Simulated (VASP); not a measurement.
Set up this calculation in VASP 6.6.1, as the native input.

| Item | Value |
| --- | --- |
| Task | relaxation of shape and atoms at fixed volume |
| Functional | PBE |
| Dispersion | D3(BJ) |
| Potentials or basis | VASP PAW PBE potentials, release 64 (Pb_d, O) |
| Cutoff | 600 eV |
| k mesh | 8 × 8 × 6 |
| Occupations | gaussian, width 0.02 eV |
| Spin | no spin polarisation |
| Dipole correction | no |
| Further INCAR settings | ALGO = Normal; EDIFF = 1e-06; IBRION = 2; EDIFFG = -0.01; NSW = 50; ISIF = 4 |

The structure of PbO lies in POSCAR:

```
PbO
1.0
    4.0841206057      0.0000000000      0.0000000000
    0.0000000000      4.0841206057      0.0000000000
    0.0000000000      0.0000000000      5.1646841535
Pb O
2 2
Direct
    0.0000000000      0.5000000000      0.2319940415
    0.5000000000      0.0000000000      0.7680059585
    0.0000000000      0.0000000000      0.0000000000
    0.5000000000      0.5000000000      0.0000000000
```

The input as run:

INCAR

```
SYSTEM = PbO
PREC = Accurate
ENCUT = 600
EDIFF = 1E-6
ISMEAR = 0
SIGMA = 0.02
LREAL = .False.
LASPH = .True.
NELM = 100
ALGO = Normal
ISIF = 4
LWAVE = .False.
LCHARG = .False.
GGA = PE
IVDW = 12
IBRION = 2
NSW = 50
EDIFFG = -0.01
```

KPOINTS

```
Automatic mesh
0
Gamma
  8 8 6
  0 0 0
```

Potentials or basis: VASP PAW PBE potentials, release 64 (Pb_d, O).

Command:

```console
$ cat potpaw_PBE.64/Pb_d/POTCAR potpaw_PBE.64/O/POTCAR > POTCAR
$ mpirun -np 1 vasp_std > vasp.out
```

Results of the run:

* Energy gained by relaxing: 2.8 meV/atom
* Ionic steps: 5
* Pressure after relaxing: -1.0 GPa
* Largest force after relaxing: 0.007 eV/Å
* Band gap on the k mesh: 1.50 eV (least direct gap 2.12 eV)
* Dispersion energy per atom: -0.220 eV

Caveat: spin-orbit coupling is left out, which moves the levels of the heavy elements.

Wall time 10 min on 1 thread of Intel Xeon 8259CL, on a shared host, peak memory 0.33 GiB.
